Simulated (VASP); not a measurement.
Input of a VASP 6.6.1 run:

INCAR

```
PREC = Accurate
ENCUT = 520
EDIFF = 1E-7
ISMEAR = 0
SIGMA = 0.05
LREAL = Auto
LASPH = True
NELM = 60
ALGO = Normal
ISIF = 2
LWAVE = False
LCHARG = True
LDIPOL = True
IDIPOL = 3
DIPOL = 0.5 0.5 0.359
LELF = True
LVHAR = True
LVACPOTAV = True
NBANDS = 55
```

The input KPOINTS:

```
regular mesh
0
Gamma
  10 5 1
```

POSCAR

```
H2C9
1.0
    2.4973154970      0.0000000000      0.0000000000
    0.0000000000      4.9946309939      0.0000000000
    0.0000000000      0.0000000000     20.5658806949
C H
18 4
Direct
    0.0000000000      0.2500000000      0.2262196243
    0.0000000000      0.7500000000      0.2262196243
    0.0000000000      0.5000000000      0.2691516229
    0.0000000000      0.0000000000      0.2691516229
    0.5000000000      0.5000000000      0.3120836215
    0.5000000000      0.0000000000      0.3120836215
    0.5000000000      0.7500000000      0.3550156201
    0.5000000000      0.2500000000      0.3550156201
    0.0000000000      0.7530313510      0.3975499372
    0.0000000000      0.2468380464      0.3981615387
    0.0000000000     -0.0038331369      0.4444652903
    0.0000000000      0.5023709257      0.4374177361
    0.5000000000     -0.0054353640      0.4900518680
    0.5000000000      0.5058470495      0.4777440770
    0.5000000000      0.2622726034      0.5261282737
    0.5000000000      0.7274777912      0.5316489450
    0.0000000000      0.3617827757      0.5546335562
    0.0000000000      0.6331311745      0.5684914602
   -0.2843917683      0.2504266612      0.1890712551
    0.2843917683      0.2504266612      0.1890712551
    0.2843917683      0.7495733388      0.1890712551
   -0.2843917683      0.7495733388      0.1890712551
```

Potentials or basis: VASP PAW LDA potentials, release 64 (C, H).

Launch:

```bash
$ cat potpaw_LDA.64/C/POTCAR potpaw_LDA.64/H/POTCAR > POTCAR
$ mpirun -np 1 vasp_std > vasp.out
```

**Question.** Predict the band gap on the k mesh.

**Answer.** 1.16 eV.

**Question.** What does it give for the largest force?

**Answer.** 2.882 eV/Å.

Forces in eV/Å, atoms in the order of the input:
```
C    0.000 -0.001  1.903
C    0.000  0.001  1.911
C    0.000 -0.011 -1.785
C    0.000  0.012 -1.830
C    0.000  0.004  0.080
C    0.000  0.001 -0.267
C    0.000  0.877 -0.277
C    0.000 -0.880  0.120
C    0.000  0.020 -0.005
C    0.000 -0.014 -0.001
C    0.000 -0.007  0.002
C    0.000 -0.001  0.008
C    0.000  0.002  0.008
C    0.000  0.014 -0.025
C    0.000 -0.039  0.010
C    0.000  0.032  0.000
C    0.000 -0.051  2.882
C    0.000  0.038 -2.593
H   -0.035  0.001 -0.035
H    0.035  0.001 -0.035
H    0.035  0.000 -0.035
H   -0.035  0.000 -0.035
```
